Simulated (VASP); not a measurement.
Runs of VASP 6.6.1 on Te2Pt. The structure is that of space group P-3m1 (No. 164), or close to it. The cells are those of the table. 

```tsv
fixed moment (μB)	cell	pressure (GPa)	moment (μB)	largest force (eV/Å)
0.0625	a = 4.199, b = 4.199, c = 5.534 Å, angles 90.0, 90.0, 120.0°, 3 atoms	-6.2	0.06	0.65
0.3125	a = 4.304, b = 4.304, c = 5.673 Å, angles 90.0, 90.0, 120.0°, 3 atoms	(b)	0.31	1.06
0.4375	a = 4.304, b = 4.304, c = 5.673 Å, angles 90.0, 90.0, 120.0°, 3 atoms	-9.6	0.44	1.03
0.5	a = 4.304, b = 4.304, c = 5.673 Å, angles 90.0, 90.0, 120.0°, 3 atoms	(a)	0.50	1.01
0.1875	a = 4.089, b = 4.089, c = 5.388 Å, angles 90.0, 90.0, 120.0°, 3 atoms	-0.2	0.19	0.01
0.1875	a = 4.404, b = 4.404, c = 5.805 Å, angles 90.0, 90.0, 120.0°, 3 atoms	-11.7	0.19	1.37
0.4375	a = 4.199, b = 4.199, c = 5.534 Å, angles 90.0, 90.0, 120.0°, 3 atoms	-6.1	0.44	0.59
0.3125	a = 4.404, b = 4.404, c = 5.805 Å, angles 90.0, 90.0, 120.0°, 3 atoms	-11.7	0.31	1.35
0.25	a = 4.089, b = 4.089, c = 5.388 Å, angles 90.0, 90.0, 120.0°, 3 atoms	-0.1	0.25	0.02
0.375	a = 4.089, b = 4.089, c = 5.388 Å, angles 90.0, 90.0, 120.0°, 3 atoms	-0.1	0.38	0.05
0.0625	a = 4.089, b = 4.089, c = 5.388 Å, angles 90.0, 90.0, 120.0°, 3 atoms	-0.2	0.06	-
```

Alike in all rows: task single point; level PBE; potentials or basis VASP PAW PBE potentials, release 64 (Te, Pt); spin collinear; k mesh 12 × 12 × 8; cutoff (eV) 500; smearing gaussian 0.15 eV.

Fill in the values left out.

(a) -9.5; (b) -9.7.

Caveats: the total moment is fixed, so each spin has its own Fermi level; the cell stands under tension (at least some runs); forces of over 1 eV/Å act on the atoms, so gaps and moduli don't describe the material at rest (at least some runs); this functional lacks dispersion, which binds the layers, so the pressure and a relaxed spacing across them are unreliable (at least some runs).
